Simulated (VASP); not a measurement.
# Ir in VASP: a series of runs

Ir is run at these levels: LDA; tasks: single point.

Everything below comes from runs of VASP 6.6.1. Logs are shortened: lines on timing, memory, paths and dates and some standing lists are left out, and cuts for length are marked.

## Step 1: The cell of the first run

It takes space group Fm-3m (No. 225, cubic). Conventional cell: a = 3.742 Å, b = 3.742 Å, c = 3.742 Å, α = 90.00°, β = 90.00°, γ = 90.00°. Within 3.5 Å of Ir (site symmetry m-3m) lie 12 Ir at 2.65 Å.

## Step 2: Single point, LDA (13.10 Å³/atom)

The input, INCAR:

```
SYSTEM = Ir
ALGO = Normal
EDIFF = 1E-6
ENCUT = 560
GGA_COMPAT = .False.
ISIF = 2
ISMEAR = 0
LASPH = .True.
LCHARG = .False.
LREAL = .False.
LWAVE = .False.
NBANDS = 14
NELM = 120
PREC = Accurate
SIGMA = 0.15
```

The input, KPOINTS:

```
k-points
0
Gamma
  22 22 22
  0 0 0
```

The input, POSCAR:

```
Ir
1.0
    0.0000000000      1.8709334088      1.8709334088
    1.8709334088      0.0000000000      1.8709334088
    1.8709334088      1.8709334088      0.0000000000
Ir
1
Direct
    0.0000000000      0.0000000000      0.0000000000
```

Potentials or basis: VASP PAW LDA potentials, release 64 (Ir_sv_GW).

On the command line:

```console
$ cat potpaw_LDA.64/Ir_sv_GW/POTCAR > POTCAR
$ mpirun -np 1 vasp_std > vasp.out
```

OUTCAR:

```text
SYSTEM = Ir
   EDIFF = 1E-6
   ENCUT = 560
   ISIF = 2
   ISMEAR = 0
   LASPH = .True.
   LREAL = .False.
   NELM = 120
   PREC = Accurate

 ion  position               nearest neighbor table
   1  0.000  0.000  0.000-

  LATTYP: Found a face centered cubic cell.
 ALAT       =     3.7418668176

  Lattice vectors:

 A1 = (   0.0000000000,   1.8709334088,   1.8709334088)
 A2 = (   1.8709334088,   0.0000000000,   1.8709334088)
 A3 = (   1.8709334088,   1.8709334088,   0.0000000000)

Analysis of symmetry for initial positions (statically):
=====================================================================
 Subroutine PRICEL returns:
 Original cell was already a primitive cell.

 Routine SETGRP: Setting up the symmetry group for a
 face centered cubic supercell.

 Subroutine GETGRP returns: Found 48 space group operations
 (whereof 48 operations were pure point group operations)
 out of a pool of 48 trial point group operations.

The static configuration has the point symmetry O_h .

Analysis of symmetry for dynamics (positions and initial velocities):
=====================================================================
 Subroutine PRICEL returns:
 Original cell was already a primitive cell.

 Routine SETGRP: Setting up the symmetry group for a
 face centered cubic supercell.

 Subroutine GETGRP returns: Found 48 space group operations
 (whereof 48 operations were pure point group operations)
 out of a pool of 48 trial point group operations.

The dynamic configuration has the point symmetry O_h .

 Subroutine INISYM returns: Found 48 space group operations
 (whereof 48 operations are pure point group operations),
 and found     1 'primitive' translations

----------------------------------------------------------------------------------------

                                     Primitive cell

  volume of cell :      13.0980

  direct lattice vectors                    reciprocal lattice vectors
     0.000000000  1.870933409  1.870933409    -0.267246283  0.267246283  0.267246283
     1.870933409  0.000000000  1.870933409     0.267246283 -0.267246283  0.267246283
     1.870933409  1.870933409  0.000000000     0.267246283  0.267246283 -0.267246283

  length of vectors
     2.645899401  2.645899401  2.645899401     0.462884141  0.462884141  0.462884141

  position of ions in fractional coordinates (direct lattice)
     0.000000000  0.000000000  0.000000000

  ion indices of the primitive-cell ions
   primitive index   ion index
                 1           1
[... 80 lines left out ...]
   POTIM  = 0.5000    time-step for ionic-motion
   TEBEG  =    0.0;   TEEND  =   0.0 temperature during run
   PSTRESS=    0.0 pullay stress
   NELECT =      17.0000    total number of electrons
   NUPDOWN=      -1.0000    fix difference up-down
   EMIN   =  10.00;   EMAX   =-10.00  energy-range for DOS
   EFERMI =   0.00;   METHOD = LEGACY
   ISMEAR =     0;   SIGMA  =   0.15  broadening in eV -4-tet -1-fermi 0-gaus
   EFERMI_NEDOS =   21; number of points for ismear=-14 and -15
   IALGO  =     38    algorithm
   IMIX   =      4    mixing-type and parameters
     AMIX     =   0.40;   BMIX     =  1.00
     AMIX_MAG =   1.60;   BMIX_MAG =  1.00
  volume/ion in A,a.u.               =      13.10        88.39
  Fermi-wavevector in a.u.,A,eV,Ry     =   1.785759  3.374595 43.388090  3.188935
  Thomas-Fermi vector in A             =   2.849478
   LORBIT       =      0    0 simple, 1 ext, 2 COOP (PROOUT), +10 PAW based schemes
   GGA     = CA    functional components
   LHFCALC =     F    Hartree Fock is set to
   AEXX    =    0.0000 exact exchange contribution
   IVDW    =     0    specifies the selected vdW correction
   LEPSILON=     F    determine dielectric tensor
   LRPA    =     F    only Hartree local field effects (RPA)
 non-spin polarized calculation
 Gauss-broadening in eV      SIGMA  =   0.15
  energy-cutoff  :      560.00
  volume of cell :       13.10
 maximum number of plane-waves:       411
   NGX = 11   NGY = 11   NGZ = 11

 number of electron      17.0000000 magnetization

 Free energy of the ion-electron system (eV)
  ---------------------------------------------------
  ext. energy  EPLUGINS =         0.00000000
  ---------------------------------------------------
  free energy    TOTEN  =       -10.84376845 eV

  energy without entropy =      -10.83293274  energy(sigma->0) =      -10.83835060

 E-fermi :  14.1931     XC(G=0): -15.2814

 val. band max:       14.1781802367   @ k =   0.4091   0.4091   0.0000
 cond. band min:      14.1938030184   @ k =   0.3636   0.1818   0.0000
 fundamental gap:      0.0156227817
 Fermi energy:        14.1930795736

 k-point     1 :       0.0000    0.0000    0.0000
  band No.  band energies     occupation
      1     -78.5620      2.00000
      2     -35.1354      2.00000
      3     -35.1354      2.00000
      4     -35.1354      2.00000
      5       2.3050      2.00000
      6       9.8304      2.00000
      7       9.8304      2.00000
      8       9.8304      2.00000
      9      12.8983      2.00000
     10      12.8983      2.00000
     11      27.6077      0.00000
     12      33.5223      0.00000
     13      33.5223      0.00000
     14      33.5223      0.00000
[... 377 lines left out ...]
      1     -78.4647      2.00000
      2     -36.1678      2.00000
      3     -35.2970      2.00000
      4     -35.2804      2.00000
      5       5.3666      2.00000
      6       9.6491      2.00000
      7       9.7916      2.00000
      8      12.7992      2.00000
      9      15.1170      0.00000
     10      15.7439      0.00000
     11      22.5038      0.00000
     12      27.5568      0.00000
     13      33.7000      0.00000
     14      34.1090      0.00000

 [... further k-points ...]

------------------------ aborting loop because EDIFF is reached ----------------------------------------

  FORCE on cell =-STRESS in cart. coord.  units (eV):
  Direction    XX          YY          ZZ          XY          YZ          ZX
  --------------------------------------------------------------------------------------
  -------------------------------------------------------------------------------------
  Total        2.0829826      2.0829826      2.0829826      0.0000000     -0.0000000      0.0000000
  in kB      254.7951940    254.7951940    254.7951940      0.0000000     -0.0000000      0.0000000
  external PRESSURE =     254.7951940 kB  Pullay stress =       0.0000000 kB

 VOLUME and BASIS-vectors are now :
 -----------------------------------------------------------------------------
  energy-cutoff  :      560.00
  volume of cell :       13.10
      direct lattice vectors                 reciprocal lattice vectors
     0.000000000  1.870933409  1.870933409    -0.267246283  0.267246283  0.267246283
     1.870933409  0.000000000  1.870933409     0.267246283 -0.267246283  0.267246283
     1.870933409  1.870933409  0.000000000     0.267246283  0.267246283 -0.267246283

 POSITION                                       TOTAL-FORCE (eV/Angst)
 -----------------------------------------------------------------------------------
      0.00000      0.00000      0.00000         0.000000      0.000000     -0.000000
 -----------------------------------------------------------------------------------
    total drift:                               -0.000000     -0.000000     -0.000000

  FREE ENERGIE OF THE ION-ELECTRON SYSTEM (eV)
  ---------------------------------------------------
  free  energy   TOTEN  =       -10.8437684531 eV

  energy  without entropy=      -10.8329327430  energy(sigma->0) =      -10.83835060
```

OSZICAR:

```text
N       E                     dE             d eps       ncg     rms          rms(c)
DAV:   1     0.115342872087E+03    0.11534E+03   -0.12017E+04  9434   0.135E+03
DAV:   2    -0.102762362941E+02   -0.12562E+03   -0.12020E+03 11572   0.408E+02
DAV:   3    -0.119406694708E+02   -0.16644E+01   -0.16598E+01 10030   0.441E+01
DAV:   4    -0.119430984919E+02   -0.24290E-02   -0.24290E-02 10984   0.206E+00
DAV:   5    -0.119431032438E+02   -0.47519E-05   -0.47531E-05 10132   0.858E-02    0.752E+01
DAV:   6    -0.109520066126E+02    0.99110E+00   -0.12477E+00  9634   0.120E+01    0.410E+01
DAV:   7    -0.108620290510E+02    0.89978E-01   -0.41087E-01 10378   0.643E+00    0.693E+00
DAV:   8    -0.108439279297E+02    0.18101E-01   -0.63056E-02  9286   0.317E+00    0.719E-01
DAV:   9    -0.108438944706E+02    0.33459E-04   -0.73871E-04 10510   0.319E-01    0.330E-01
DAV:  10    -0.108437707579E+02    0.12371E-03   -0.23212E-04  9808   0.223E-01    0.252E-01
DAV:  11    -0.108437685217E+02    0.22362E-05   -0.55540E-06 10528   0.313E-02    0.566E-02
DAV:  12    -0.108437684531E+02    0.68593E-07   -0.18771E-07  4886   0.489E-03
   1 F= -.10843768E+02 E0= -.10838351E+02  d E =-.108357E-01
```

It took 39 s on 1 thread of AMD EPYC 7R13 (Zen 3), shared host; peak memory 0.15 GiB.

What came out:

```yaml
Free_energy: -10.8438 eV
Pressure: 25.5 GPa
Band_gap_on_the_k_mesh: zero (an odd number of electrons rules out a gap without spin polarisation)
```

Levels at points of the mesh, in eV from the Fermi level:
| k point | band 5 | band 6 | band 7 | band 8 | band 9 | band 10 | band 11 | band 12 |
| --- | --- | --- | --- | --- | --- | --- | --- | --- |
| (0.00, 0.00, 0.00) | -11.89 | -4.36 | -4.36 | -4.36 | -1.29 | -1.29 | 13.41 | 19.33 |
| (0.50, 0.00, 0.00) | -8.92 | -4.48 | -4.48 | -0.84 | 1.08 | 1.08 | 8.16 | 13.11 |
| (0.50, 0.50, 0.00) | -8.81 | -8.21 | 1.07 | 1.74 | 1.74 | 1.80 | 11.71 | 11.86 |

Caveat: the cell stands under pressure; spin-orbit coupling is left out, which moves the levels of the heavy elements.

## Step 3: Single point, LDA (14.20 Å³/atom)

This run uses another cell than the first one, of 14.20 Å³/atom.

The input, INCAR:

```
SYSTEM = Ir
  PREC = Accurate
  ENCUT = 520
  EDIFF = 1E-6
  ISMEAR = 0
  SIGMA = 0.15
  LREAL = .False.
  LASPH = .True.
  NELM = 100
  ALGO = Fast
  ISIF = 2
  LWAVE = .False.
  LCHARG = .False.
  GGA = CA
  NBANDS = 10
```

The input, KPOINTS:

```
regular mesh
0
Gamma
  22 22 22
  0 0 0
```

The input, POSCAR:

```
Ir
1.0
    0.0000000000      1.8733205500      2.0237481902
    1.8733205500      0.0000000000      2.0237481902
    1.8733205500      1.8733205500      0.0000000000
Ir
1
Direct
    0.0000000000      0.0000000000      0.0000000000
```

Potentials or basis: VASP PAW LDA potentials, release 64 (Ir).

On the command line:

```console
$ cat potpaw_LDA.64/Ir/POTCAR > POTCAR
$ mpirun -np 1 vasp_std > vasp.out
```

It took 3.2 min on 1 thread of Intel Xeon 8259CL, shared host; peak memory 0.24 GiB.

The run converged. Its results:

- Free energy: -10.2556 eV
- Pressure: -6.2 GPa
- Band gap on the k mesh: zero (an odd number of electrons rules out a gap without spin polarisation)

Stress tensor (GPa, compression positive):
```
  3.43   0.00   0.00
  0.00   3.43   0.00
  0.00   0.00 -25.33
```

Levels at points of the mesh, in eV from the Fermi level:
```tsv
k point	band 1	band 2	band 3	band 4	band 5	band 6	band 7	band 8	band 9
(0.00, 0.00, 0.00)	-11.02	-4.52	-3.46	-3.46	-1.88	-0.48	14.50	18.41	20.72
(0.50, 0.00, 0.00)	-8.03	-4.44	-3.40	-0.65	0.68	1.16	7.33	13.79	19.29
(0.50, 0.50, 0.00)	-7.90	-7.25	0.75	1.04	1.42	1.42	9.12	12.68	12.68
(0.50, 0.00, 0.50)	-7.80	-7.25	0.78	0.96	2.06	2.34	10.90	11.26	11.72
```

Caveat: the stress differs along the axes, from -25 to 3 GPa; spin-orbit coupling is left out, which moves the levels of the heavy elements.

## Step 4: Single point, LDA (14.57 Å³/atom)

This run uses another cell than the first one, of 14.57 Å³/atom.

The input, INCAR:

```
SYSTEM = Ir
ALGO = Fast
EDIFF = 1E-6
ENCUT = 520
ISIF = 2
ISMEAR = 0
LASPH = .TRUE.
LCHARG = .FALSE.
LREAL = .FALSE.
LWAVE = .FALSE.
NBANDS = 10
NELM = 100
PREC = Accurate
SIGMA = 0.15
```

The input, KPOINTS:

```
k-points
0
G
  22 22 22
  0 0 0
```

The input, POSCAR:

```
Ir
1.0
    0.0000000000      1.8894041476      2.0411233007
    1.8894041476      0.0000000000      2.0411233007
    1.8894041476      1.8894041476      0.0000000000
Ir
1
Direct
    0.0000000000      0.0000000000      0.0000000000
```

Potentials or basis: VASP PAW LDA potentials, release 64 (Ir).

On the command line:

```console
$ cat potpaw_LDA.64/Ir/POTCAR > POTCAR
$ mpirun -np 1 vasp_std > vasp.out
```

OUTCAR:

```text
SYSTEM = Ir
   EDIFF = 1E-6
   ENCUT = 520
   ISIF = 2
   ISMEAR = 0
   LASPH = .TRUE.
   LREAL = .FALSE.
   NELM = 100
   PREC = Accurate

 ion  position               nearest neighbor table
   1  0.000  0.000  0.000-

  LATTYP: Found a body centered tetragonal cell.
 ALAT       =     2.6720209703
 C/A-ratio  =     1.5277749115

  Lattice vectors:

 A1 = (  -1.8894041476,   0.0000000000,   2.0411233007)
 A2 = (   1.8894041476,   0.0000000000,   2.0411233007)
 A3 = (   0.0000000000,   1.8894041476,  -2.0411233007)

[... 491 lines left out ...]
     10      30.2081      0.00000

 [... further k-points ...]

------------------------ aborting loop because EDIFF is reached ----------------------------------------

  FORCE on cell =-STRESS in cart. coord.  units (eV):
  Direction    XX          YY          ZZ          XY          YZ          ZX
  --------------------------------------------------------------------------------------
  -------------------------------------------------------------------------------------
  Total       -0.5419828     -0.5419828     -2.9598884      0.0000000      0.0000000      0.0000000
  in kB      -59.5864010    -59.5864010   -325.4145456      0.0000000      0.0000000      0.0000000
  external PRESSURE =    -148.1957825 kB  Pullay stress =       0.0000000 kB

 VOLUME and BASIS-vectors are now :
 -----------------------------------------------------------------------------
  energy-cutoff  :      520.00
  volume of cell :       14.57
      direct lattice vectors                 reciprocal lattice vectors
     0.000000000  1.889404148  2.041123301    -0.264633695  0.264633695  0.244963153
     1.889404148  0.000000000  2.041123301     0.264633695 -0.264633695  0.244963153
     1.889404148  1.889404148  0.000000000     0.264633695  0.264633695 -0.244963153

 POSITION                                       TOTAL-FORCE (eV/Angst)
 -----------------------------------------------------------------------------------
      0.00000      0.00000      0.00000         0.000000      0.000000      0.000000
 -----------------------------------------------------------------------------------
    total drift:                                0.000000      0.000000     -0.000000

  FREE ENERGIE OF THE ION-ELECTRON SYSTEM (eV)
  ---------------------------------------------------
  free  energy   TOTEN  =       -10.2315475059 eV

  energy  without entropy=      -10.2193052549  energy(sigma->0) =      -10.22542638
```

OSZICAR:

```text
N       E                     dE             d eps       ncg     rms          rms(c)
DAV:   1     0.468186817878E+02    0.46819E+02   -0.43232E+03 16824   0.818E+02
DAV:   2    -0.990386395577E+01   -0.56723E+02   -0.53738E+02 17016   0.196E+02
DAV:   3    -0.108483674601E+02   -0.94450E+00   -0.94055E+00 19538   0.312E+01
DAV:   4    -0.108575346320E+02   -0.91672E-02   -0.91651E-02 19090   0.280E+00
DAV:   5    -0.108577290945E+02   -0.19446E-03   -0.19446E-03 19170   0.391E-01    0.146E+01
RMM:   6    -0.103185645776E+02    0.53916E+00   -0.46384E-01 17272   0.848E+00    0.544E+00
RMM:   7    -0.102363324900E+02    0.82232E-01   -0.18558E-01 17542   0.369E+00    0.160E+00
RMM:   8    -0.102366176015E+02   -0.28511E-03   -0.21272E-02 20535   0.191E+00    0.141E+00
RMM:   9    -0.102351488405E+02    0.14688E-02   -0.58210E-03 20958   0.694E-01    0.838E-01
RMM:  10    -0.102316930806E+02    0.34558E-02   -0.38272E-03 17708   0.976E-01    0.408E-01
RMM:  11    -0.102317417479E+02   -0.48667E-04   -0.38656E-04 18816   0.150E-01    0.304E-01
RMM:  12    -0.102317194537E+02    0.22294E-04   -0.41940E-05 22245   0.584E-02    0.280E-01
RMM:  13    -0.102316777916E+02    0.41662E-04   -0.14451E-05 20209   0.393E-02    0.249E-01
RMM:  14    -0.102315781440E+02    0.99648E-04   -0.89199E-05 26137   0.114E-01    0.124E-01
RMM:  15    -0.102315483494E+02    0.29795E-04   -0.52444E-05 24092   0.892E-02    0.332E-02
RMM:  16    -0.102315475059E+02    0.84356E-06   -0.59469E-06 19856   0.225E-02
   1 F= -.10231548E+02 E0= -.10225426E+02  d E =-.122423E-01
```

Run time: 3.8 min. Hardware: 1 thread of Intel Xeon 8259CL, shared host; peak memory 0.24 GiB.

Results:

```
Free energy            : -10.2315 eV
Pressure               : -14.8 GPa
Band gap on the k mesh : zero (an odd number of electrons rules out a gap without spin polarisation)
```

Stress tensor (GPa, compression positive):
```
 -5.96   0.00   0.00
  0.00  -5.96   0.00
  0.00   0.00 -32.54
```

Caveat: the stress differs along the axes, from -33 to -6 GPa; spin-orbit coupling is left out, which moves the levels of the heavy elements.

## Step 5: Overview

| potentials or basis | cell | cutoff (eV) | gap on the mesh (eV) | pressure (GPa) |
| --- | --- | --- | --- | --- |
| VASP PAW LDA potentials, release 64 (Ir_sv_GW) | a = 2.646 Å, angles 60.0°, 1 atom | 560 | none | 25.5 |
| VASP PAW LDA potentials, release 64 (Ir) | a = 2.758, b = 2.758, c = 2.649 Å, angles 61.3, 61.3, 57.4°, 1 atom | 520 | none | -6.2 |
| VASP PAW LDA potentials, release 64 (Ir) | a = 2.781, b = 2.781, c = 2.672 Å, angles 61.3, 61.3, 57.4°, 1 atom | 520 | none | -14.8 |

Alike in all rows: task single point; level LDA; no spin polarisation; k mesh 22 × 22 × 22; smearing gaussian 0.15 eV.

Caveats: spin-orbit coupling is left out, which moves the levels of the heavy elements; the cell stands under pressure (at least some runs); the stress differs along the axes, from -25 to 3 GPa (at least some runs); the stress differs along the axes, from -33 to -6 GPa (at least some runs).

Total energies depend on the potentials used, so only differences within one code and one set of settings carry meaning.
